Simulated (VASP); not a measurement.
# CdF2 in VASP: further runs

Runs on CdF2. Level: LDA. Tasks: single point.

All numbers are computed with VASP 6.6.1; they aren't measurements. Logs are shortened: lines on timing, memory, paths and dates and some standing lists are left out, and cuts for length are marked.

## Step 1: The cell of the first run

The structure is trigonal, space group R-3m (No. 166). Conventional cell: a = 3.829 Å, b = 3.829 Å, c = 9.239 Å, α = 90.00°, β = 90.00°, γ = 120.00°. Cd (site symmetry -3m) has 8 F at 2.31 to 2.34 Å within 3.1 Å. Within 3.1 Å of F (site symmetry 3m) lie 4 Cd at 2.31 to 2.34 Å and 6 F at 2.69 Å.

## Step 2: Single point, LDA (equal xy, yz and zx shear strains of -1 %)

INCAR reads:

```
ALGO = Normal
EDIFF = 1E-6
ENCUT = 520
GGA = CA
ISIF = 2
ISMEAR = -1
LASPH = True
LCHARG = False
LREAL = False
LWAVE = False
NBANDS = 20
NELM = 60
PREC = Accurate
SIGMA = 0.02
```

KPOINTS reads:

```
k-points
0
Gamma
  8 8 8
```

POSCAR reads:

```
CdF2
1.0
   -0.0269400000      2.6805300000      2.6805300000
    2.6805300000     -0.0269400000      2.6805300000
    2.6805300000      2.6805300000     -0.0269400000
Cd F
1 2
Direct
    0.0000000000      0.0000000000      0.0000000000
    0.2500000000      0.2500000000      0.2500000000
    0.7500000000      0.7500000000      0.7500000000
```

Potentials or basis: VASP PAW LDA potentials, release 64 (Cd, F).

Started as:

```sh
> cat potpaw_LDA.64/Cd/POTCAR potpaw_LDA.64/F/POTCAR > POTCAR
> mpirun -np 1 vasp_std > vasp.out
```

OUTCAR:

```text
EDIFF = 1E-6
   ENCUT = 520
   GGA = CA
   ISIF = 2
   ISMEAR = -1
   LASPH = True
   LREAL = False
   NELM = 60
   PREC = Accurate

 ion  position               nearest neighbor table
   1  0.000  0.000  0.000-   2 2.31   3 2.31   3 2.34   3 2.34   3 2.34   2 2.34   2 2.34   2 2.34

   2  0.250  0.250  0.250-   1 2.31   1 2.34   1 2.34   1 2.34
   3  0.750  0.750  0.750-   1 2.31   1 2.34   1 2.34   1 2.34

  LATTYP: Found a trigonal (rhomboedric) cell.
 ALAT       =     3.7909376051
 COS(alpha) =     0.4899250057

  Lattice vectors:

 A1 = (  -0.0269400000,   2.6805300000,   2.6805300000)
 A2 = (   2.6805300000,  -0.0269400000,   2.6805300000)
 A3 = (   2.6805300000,   2.6805300000,  -0.0269400000)

Analysis of symmetry for initial positions (statically):
=====================================================================
 Subroutine PRICEL returns:
 Original cell was already a primitive cell.

 Routine SETGRP: Setting up the symmetry group for a
 trigonal (rhombohedral) supercell.

 Subroutine GETGRP returns: Found 12 space group operations
 (whereof 12 operations were pure point group operations)
 out of a pool of 12 trial point group operations.

The static configuration has the point symmetry D_3d.

Analysis of symmetry for dynamics (positions and initial velocities):
=====================================================================
 Subroutine PRICEL returns:
 Original cell was already a primitive cell.

 Routine SETGRP: Setting up the symmetry group for a
 trigonal (rhombohedral) supercell.

 Subroutine GETGRP returns: Found 12 space group operations
 (whereof 12 operations were pure point group operations)
 out of a pool of 12 trial point group operations.

The dynamic configuration has the point symmetry D_3d.

 Subroutine INISYM returns: Found 12 space group operations
 (whereof 12 operations are pure point group operations),
 and found     1 'primitive' translations

----------------------------------------------------------------------------------------

                                     Primitive cell

  volume of cell :      39.1012

  direct lattice vectors                    reciprocal lattice vectors
    -0.026940000  2.680530000  2.680530000    -0.183741555  0.185606951  0.185606951
     2.680530000 -0.026940000  2.680530000     0.185606951 -0.183741555  0.185606951
     2.680530000  2.680530000 -0.026940000     0.185606951  0.185606951 -0.183741555

  length of vectors
     3.790937605  3.790937605  3.790937605     0.320407303  0.320407303  0.320407303

  position of ions in fractional coordinates (direct lattice)
     0.000000000  0.000000000  0.000000000
     0.250000000  0.250000000  0.250000000
     0.750000000  0.750000000  0.750000000

  ion indices of the primitive-cell ions
   primitive index   ion index
                 1           1
                 2           2
                 3           3

----------------------------------------------------------------------------------------

 KPOINTS: k-points

Automatic generation of k-mesh.
 Grid dimensions read from file:
 generate k-points for:    8    8    8

 Generating k-lattice:

  Cartesian coordinates                     Fractional coordinates (reciprocal lattice)
    -0.022967694  0.023200869  0.023200869     0.125000000  0.000000000  0.000000000
     0.023200869 -0.022967694  0.023200869     0.000000000  0.125000000  0.000000000
     0.023200869  0.023200869 -0.022967694     0.000000000  0.000000000  0.125000000

  Length of vectors
     0.040050913  0.040050913  0.040050913

  Shift w.r.t. Gamma in fractional coordinates (k-lattice)
     0.000000000  0.000000000  0.000000000

 Subroutine IBZKPT returns following result:
 ===========================================

 Found     65 irreducible k-points:

 Following reciprocal coordinates:
            Coordinates               Weight
  0.000000  0.000000  0.000000      1.000000
  0.125000  0.000000 -0.000000      6.000000
  0.250000  0.000000 -0.000000      6.000000
  0.375000  0.000000 -0.000000      6.000000
  0.500000  0.000000 -0.000000      3.000000
  0.125000  0.125000  0.000000      6.000000
[... 16 lines left out ...]
  0.250000  0.125000  0.125000      6.000000
  0.375000  0.125000  0.125000      6.000000
 [... further k-points ...]
   k-points           NKPTS =     65   k-points in BZ     NKDIM =     65   number of bands    NBANDS=     20
   number of dos      NEDOS =    301   number of ions     NIONS =      3
   total plane-waves  NPLWV =  21952
   dimension x,y,z NGX =    28 NGY =   28 NGZ =   28
   dimension x,y,z NGXF=    56 NGYF=   56 NGZF=   56
   ions per type =               1   2
   NGX,Y,Z   is equivalent  to a cutoff of  12.28, 12.28, 12.28 a.u.
   NGXF,Y,Z  is equivalent  to a cutoff of  24.56, 24.56, 24.56 a.u.
 SYSTEM =  unknown system
   PREC   = accura    normal or accurate (medium, high low for compatibility)
   ISTART =      0    job   : 0-new  1-cont  2-samecut
[... 42 lines left out ...]
   NGX = 15   NGY = 15   NGZ = 15

 number of electron      25.9999989 magnetization

 Free energy of the ion-electron system (eV)
  ---------------------------------------------------
  ext. energy  EPLUGINS =         0.00000000
  ---------------------------------------------------
  free energy    TOTEN  =       -12.71478275 eV

  energy without entropy =      -12.71478275  energy(sigma->0) =      -12.71478275

 E-fermi :  -1.2381     XC(G=0): -11.1274

 val. band max:       -1.6611365001   @ k =  -0.2500   0.5000   0.2500
 cond. band min:       1.1376049979   @ k =   0.0000   0.0000   0.0000
 fundamental gap:      2.7987414981
 Fermi energy:        -1.2381289601

 k-point     1 :       0.0000    0.0000    0.0000
  band No.  band energies     occupation
      1     -22.1088      2.00000
      2     -20.9271      2.00000
      3      -7.3192      2.00000
      4      -7.2962      2.00000
      5      -7.2962      2.00000
      6      -6.0221      2.00000
[... 12 lines left out ...]
     19      17.8733      0.00000
     20      17.8733      0.00000

 k-point     2 :       0.1250    0.0000   -0.0000
  band No.  band energies     occupation
      1     -22.0561      2.00000
      2     -20.9740      2.00000
      3      -7.2570      2.00000
      4      -7.2366      2.00000
      5      -7.1275      2.00000
      6      -6.0413      2.00000
[... 12 lines left out ...]
     19      17.4544      0.00000
     20      17.5029      0.00000

 k-point     3 :       0.2500    0.0000   -0.0000
  band No.  band energies     occupation
      1     -21.9128      2.00000
      2     -21.1028      2.00000
      3      -7.1169      2.00000
      4      -7.0989      2.00000
      5      -6.6676      2.00000
      6      -6.0582      2.00000
[... 12 lines left out ...]
     19      16.8751      0.00000
     20      17.4398      0.00000

 k-point     4 :       0.3750    0.0000   -0.0000
  band No.  band energies     occupation
      1     -21.7151      2.00000
      2     -21.2818      2.00000
      3      -6.9993      2.00000
      4      -6.9843      2.00000
      5      -6.0832      2.00000
      6      -6.0073      2.00000
[... 12 lines left out ...]
     19      16.4244      0.00000
     20      16.9982      0.00000

 k-point     5 :       0.5000    0.0000   -0.0000
  band No.  band energies     occupation
      1     -21.5365      2.00000
      2     -21.4522      2.00000
      3      -6.9624      2.00000
      4      -6.9490      2.00000
      5      -5.9548      2.00000
      6      -5.9486      2.00000
[... 12 lines left out ...]
     19      16.2640      0.00000
     20      16.6564      0.00000
[... 353 lines left out ...]
      6      -5.8988      2.00000
[... 12 lines left out ...]
     19      17.5042      0.00000
     20      19.3696      0.00000

 k-point    22 :       0.1250    0.1250    0.1250
  band No.  band energies     occupation
      1     -22.0545      2.00000
      2     -20.9749      2.00000
      3      -7.2313      2.00000
      4      -7.2313      2.00000
      5      -7.1441      2.00000
      6      -6.0447      2.00000
[... 12 lines left out ...]
     19      17.4298      0.00000
     20      17.4298      0.00000

 k-point    23 :       0.2500    0.1250    0.1250
  band No.  band energies     occupation
      1     -21.9725      2.00000
      2     -21.0471      2.00000
      3      -7.1468      2.00000
      4      -7.1331      2.00000
      5      -6.8751      2.00000
      6      -6.1192      2.00000
[... 12 lines left out ...]
     19      16.6560      0.00000
     20      18.2507      0.00000

 k-point    24 :       0.3750    0.1250    0.1250
  band No.  band energies     occupation
      1     -21.8156      2.00000
      2     -21.1850      2.00000
      3      -7.0243      2.00000
      4      -6.9702      2.00000
      5      -6.3918      2.00000
      6      -6.1592      2.00000
[... 12 lines left out ...]
     19      16.0444      0.00000
     20      18.9472      0.00000

 [... further k-points ...]

------------------------ aborting loop because EDIFF is reached ----------------------------------------

  FORCE on cell =-STRESS in cart. coord.  units (eV):
  Direction    XX          YY          ZZ          XY          YZ          ZX
  --------------------------------------------------------------------------------------
  -------------------------------------------------------------------------------------
  Total       -1.1434269     -1.1434269     -1.1434269      0.0646469      0.0646469      0.0646469
  in kB      -46.8520819    -46.8520819    -46.8520819      2.6489171      2.6489171      2.6489171
  external PRESSURE =     -46.8520819 kB  Pullay stress =       0.0000000 kB

 VOLUME and BASIS-vectors are now :
 -----------------------------------------------------------------------------
  energy-cutoff  :      520.00
  volume of cell :       39.10
      direct lattice vectors                 reciprocal lattice vectors
    -0.026940000  2.680530000  2.680530000    -0.183741555  0.185606951  0.185606951
     2.680530000 -0.026940000  2.680530000     0.185606951 -0.183741555  0.185606951
     2.680530000  2.680530000 -0.026940000     0.185606951  0.185606951 -0.183741555

 POSITION                                       TOTAL-FORCE (eV/Angst)
 -----------------------------------------------------------------------------------
      0.00000      0.00000      0.00000         0.000000     -0.000000      0.000000
      1.33353      1.33353      1.33353         0.017066      0.017066      0.017066
      4.00059      4.00059      4.00059        -0.017066     -0.017066     -0.017066
 -----------------------------------------------------------------------------------
    total drift:                                0.000000      0.000000      0.000000

  FREE ENERGIE OF THE ION-ELECTRON SYSTEM (eV)
  ---------------------------------------------------
  free  energy   TOTEN  =       -12.7147827516 eV

  energy  without entropy=      -12.7147827515  energy(sigma->0) =      -12.71478275
```

It took 64 s on 1 thread of Intel Xeon 8259CL, shared host; peak memory 0.17 GiB.

What came out:

* Free energy: -12.7148 eV
* Pressure: -4.7 GPa
* Largest force: 0.030 eV/Å
* Band gap on the k mesh: 2.80 eV (least direct gap 3.23 eV)

Forces on the atoms (eV/Å):
```
Cd   0.000  0.000  0.000
F    0.017  0.017  0.017
F   -0.017 -0.017 -0.017
```

Stress tensor (GPa, compression positive):
```
-4.69  0.26  0.26
 0.26 -4.69  0.26
 0.26  0.26 -4.69
```

Levels at points of the mesh, in eV from the valence-band top:
| k point | band 10 | band 11 | band 12 | band 13 | band 14 | band 15 | band 16 | band 17 |
| --- | --- | --- | --- | --- | --- | --- | --- | --- |
| (0.00, 0.00, 0.00) | -0.99 | -0.50 | -0.50 | -0.44 | 2.80 | 12.21 | 12.21 | 12.51 |
| (0.50, 0.00, 0.00) | -1.91 | -1.89 | -0.39 | -0.36 | 6.93 | 8.77 | 14.06 | 14.27 |
| (0.50, 0.50, 0.00) | -3.04 | -0.52 | -0.11 | -0.07 | 7.76 | 9.34 | 11.45 | 13.84 |
| (0.50, 0.50, 0.50) | -1.91 | -1.91 | -0.42 | -0.42 | 7.02 | 8.86 | 14.06 | 14.06 |

Caveat: the cell differs from its parent crystal (equal xy, yz and zx shear strains of -1 %); the cell stands under tension. A k mesh can miss the band edges.

## Step 3: Single point, LDA (equal xy, yz and zx shear strains of +1 %)

INCAR reads:

```
SYSTEM = CdF2
ALGO = Normal
EDIFF = 1E-6
ENCUT = 520
ISIF = 2
ISMEAR = -1
LASPH = .TRUE.
LCHARG = .FALSE.
LREAL = .FALSE.
LWAVE = .FALSE.
NBANDS = 20
NELM = 100
PREC = Accurate
SIGMA = 0.02
```

KPOINTS reads:

```
k-points
0
G
  8 8 8
  0 0 0
```

POSCAR reads:

```
CdF2
1.0
    0.0269400000      2.7074700000      2.7074700000
    2.7074700000      0.0269400000      2.7074700000
    2.7074700000      2.7074700000      0.0269400000
Cd F
1 2
Direct
    0.0000000000      0.0000000000      0.0000000000
    0.2500000000      0.2500000000      0.2500000000
    0.7500000000      0.7500000000      0.7500000000
```

Potentials or basis: VASP PAW LDA potentials, release 64 (Cd, F).

Started as:

```sh
> cat potpaw_LDA.64/Cd/POTCAR potpaw_LDA.64/F/POTCAR > POTCAR
> mpirun -np 1 vasp_std > vasp.out
```

Wall time 76 s (1 thread of Intel Xeon 8259CL, shared host); peak memory 0.17 GiB.

It converged, with:

```
Free energy            : -12.7148 eV
Pressure               : -4.7 GPa
Largest force          : 0.025 eV/Å
Band gap on the k mesh : 2.80 eV (least direct gap 3.26 eV)
```

Forces on the atoms (eV/Å):
```
Cd   0.000  0.000  0.000
F   -0.014 -0.014 -0.014
F    0.014  0.014  0.014
```

Stress tensor (GPa, compression positive):
```
-4.69 -0.24 -0.24
-0.24 -4.69 -0.24
-0.24 -0.24 -4.69
```

Levels at points of the mesh, in eV from the valence-band top:
```
           k point  band 9  band 10  band 11  band 12  band 13  band 14  band 15  band 16  band 17  band 18
(0.00, 0.00, 0.00)   -1.03    -0.97    -0.53    -0.46    -0.46     2.80    12.12    12.41    12.41    17.13
(0.50, 0.00, 0.00)   -2.37    -1.92    -1.89    -0.41    -0.38     6.97     8.82    14.01    14.22    17.67
(0.50, 0.50, 0.00)   -3.07    -3.04    -0.52    -0.11    -0.07     7.76     9.34    11.45    13.84    14.03
(0.50, 0.50, 0.50)   -2.34    -1.89    -1.89    -0.35    -0.35     6.88     8.73    14.21    14.21    17.88
```

Caveat: the cell differs from its parent crystal (equal xy, yz and zx shear strains of +1 %); the cell stands under tension. A k mesh can miss the band edges.

## Step 4: Single point, LDA (equal xy, yz and zx shear strains of +2 %)

INCAR reads:

```
SYSTEM = CdF2
  ALGO = Normal
  EDIFF = 1E-6
  ENCUT = 520
  ISIF = 2
  ISMEAR = -1
  LASPH = .TRUE.
  LCHARG = .FALSE.
  LREAL = .FALSE.
  LWAVE = .FALSE.
  NBANDS = 20
  NELM = 60
  PREC = Accurate
  SIGMA = 0.02
```

KPOINTS is that of step 3.

POSCAR reads:

```
CdF2
1.0
    0.0538800000      2.7209400000      2.7209400000
    2.7209400000      0.0538800000      2.7209400000
    2.7209400000      2.7209400000      0.0538800000
Cd F
1 2
Direct
    0.0000000000      0.0000000000      0.0000000000
    0.2500000000      0.2500000000      0.2500000000
    0.7500000000      0.7500000000      0.7500000000
```

Started as:

```sh
> cat potpaw_LDA.64/Cd/POTCAR potpaw_LDA.64/F/POTCAR > POTCAR
> mpirun -np 1 vasp_std > vasp.out
```

It took 86 s on 1 thread of Intel Xeon 8259CL, shared host; peak memory 0.18 GiB.

Results (log left out):

- Free energy: -12.7126 eV
- Pressure: -4.6 GPa
- Largest force: 0.046 eV/Å
- Band gap on the k mesh: 2.80 eV (least direct gap 3.24 eV)

Forces in eV/Å, atoms in the order of the input:
```
Cd   0.000  0.000  0.000
F   -0.027 -0.027 -0.027
F    0.027  0.027  0.027
```

Stress tensor (GPa, compression positive):
```
-4.58 -0.45 -0.45
-0.45 -4.58 -0.45
-0.45 -0.45 -4.58
```

Levels at points of the mesh, in eV from the valence-band top:
| k point | band 10 | band 11 | band 12 | band 13 | band 14 | band 15 | band 16 | band 17 |
| --- | --- | --- | --- | --- | --- | --- | --- | --- |
| (0.00, 0.00, 0.00) | -0.94 | -0.58 | -0.43 | -0.43 | 2.80 | 11.93 | 12.51 | 12.51 |
| (0.50, 0.00, 0.00) | -1.93 | -1.89 | -0.44 | -0.37 | 7.00 | 8.84 | 13.89 | 14.30 |
| (0.50, 0.50, 0.00) | -3.02 | -0.52 | -0.12 | -0.06 | 7.76 | 9.34 | 11.46 | 13.75 |
| (0.50, 0.50, 0.50) | -1.88 | -1.88 | -0.32 | -0.32 | 6.82 | 8.66 | 14.29 | 14.29 |

Caveat: the cell differs from its parent crystal (equal xy, yz and zx shear strains of +2 %); the cell stands under tension.

## Step 5: Single point, LDA (12.25 Å³/atom)

This run uses another cell than the first one, of 12.25 Å³/atom.

INCAR reads:

```
SYSTEM = CdF2
PREC = Accurate
ENCUT = 520
EDIFF = 1E-6
ISMEAR = -1
SIGMA = 0.02
LREAL = .False.
LASPH = .True.
NELM = 60
ALGO = Normal
ISIF = 2
LWAVE = .False.
LCHARG = .False.
GGA = CA
NBANDS = 20
```

KPOINTS reads:

```
regular mesh
0
Gamma
  8 8 8
  0 0 0
```

POSCAR reads:

```
CdF2
1.0
    0.0000000000      2.6390049769      2.6390049769
    2.6390049769      0.0000000000      2.6390049769
    2.6390049769      2.6390049769      0.0000000000
Cd F
1 2
Direct
    0.0000000000      0.0000000000      0.0000000000
    0.2500000000      0.2500000000      0.2500000000
    0.7500000000      0.7500000000      0.7500000000
```

Started as:

```sh
> cat potpaw_LDA.64/Cd/POTCAR potpaw_LDA.64/F/POTCAR > POTCAR
> mpirun -np 1 vasp_std > vasp.out
```

Run time: 28 s. Hardware: 1 thread of AMD EPYC 7R13, shared host; peak memory 0.12 GiB.

Results (log left out):

```yaml
Free_energy: -12.7281 eV
Pressure: 2.7 GPa
Band_gap_on_the_k_mesh: 3.01 eV (least direct gap 3.41 eV)
```

Levels at points of the mesh, in eV from the valence-band top:
```csv
k point,band 11,band 12,band 13,band 14,band 15,band 16
"(0.00, 0.00, 0.00)",-0.39,-0.39,-0.39,3.01,12.58,12.58
"(0.50, 0.00, 0.00)",-2.16,-0.34,-0.34,7.42,8.98,14.68
"(0.50, 0.50, 0.00)",-0.65,-0.10,-0.10,8.25,9.68,11.56
```

## Step 6: Single point, LDA (12.77 Å³/atom)

This run uses another cell than the first one, of 12.77 Å³/atom.

INCAR reads:

```
SYSTEM = CdF2
ALGO = Normal
EDIFF = 1E-6
ENCUT = 520
ISIF = 2
ISMEAR = -1
LASPH = .TRUE.
LCHARG = .FALSE.
LREAL = .FALSE.
LWAVE = .FALSE.
NBANDS = 20
NELM = 60
PREC = Accurate
SIGMA = 0.02
```

KPOINTS reads:

```
k-points
0
G
  8 8 8
  0 0 0
```

POSCAR reads:

```
CdF2
1.0
    0.0000000000      2.6759189183      2.6759189183
    2.6759189183      0.0000000000      2.6759189183
    2.6759189183      2.6759189183      0.0000000000
Cd F
1 2
Direct
    0.0000000000      0.0000000000      0.0000000000
    0.2500000000      0.2500000000      0.2500000000
    0.7500000000      0.7500000000      0.7500000000
```

Potentials or basis: VASP PAW LDA potentials, release 64 (Cd, F).

Started as:

```sh
> cat potpaw_LDA.64/Cd/POTCAR potpaw_LDA.64/F/POTCAR > POTCAR
> mpirun -np 1 vasp_std > vasp.out
```

Run time: 35 s. Hardware: 1 thread of AMD EPYC 7R13, shared host; peak memory 0.12 GiB.

It converged, with:

```
Free energy            : -12.7318 eV
Pressure               : -2.5 GPa
Band gap on the k mesh : 2.87 eV (least direct gap 3.32 eV)
```

Levels at points of the mesh, in eV from the valence-band top:
```csv
k point,band 10,band 11,band 12,band 13,band 14,band 15,band 16,band 17
"(0.00, 0.00, 0.00)",-1.06,-0.45,-0.45,-0.45,2.87,12.40,12.40,12.40
"(0.50, 0.00, 0.00)",-1.98,-1.98,-0.37,-0.37,7.10,8.85,14.31,14.31
"(0.50, 0.50, 0.00)",-3.15,-0.56,-0.09,-0.09,7.92,9.45,11.49,14.11
```

## Step 7: Overview

| cell | gap on the mesh (eV) | pressure (GPa) | largest force (eV/Å) |
| --- | --- | --- | --- |
| a = 3.791 Å, angles 60.7°, 3 atoms | 2.80 | -4.7 | 0.03 |
| a = 3.829 Å, angles 59.3°, 3 atoms | 2.80 | -4.7 | 0.02 |
| a = 3.848 Å, angles 58.7°, 3 atoms | 2.80 | -4.6 | 0.05 |
| a = 3.732 Å, angles 60.0°, 3 atoms | 3.01 | 2.7 | - |
| a = 3.784 Å, angles 60.0°, 3 atoms | 2.87 | -2.5 | - |

Alike in all rows: task single point; level LDA; potentials or basis VASP PAW LDA potentials, release 64 (Cd, F); no spin polarisation; k mesh 8 × 8 × 8; cutoff (eV) 520; smearing fermi-dirac 0.02 eV.

Caveats: the cell stands under tension (at least some runs).

Total energies depend on the potentials used, so only differences within one code and one set of settings carry meaning.
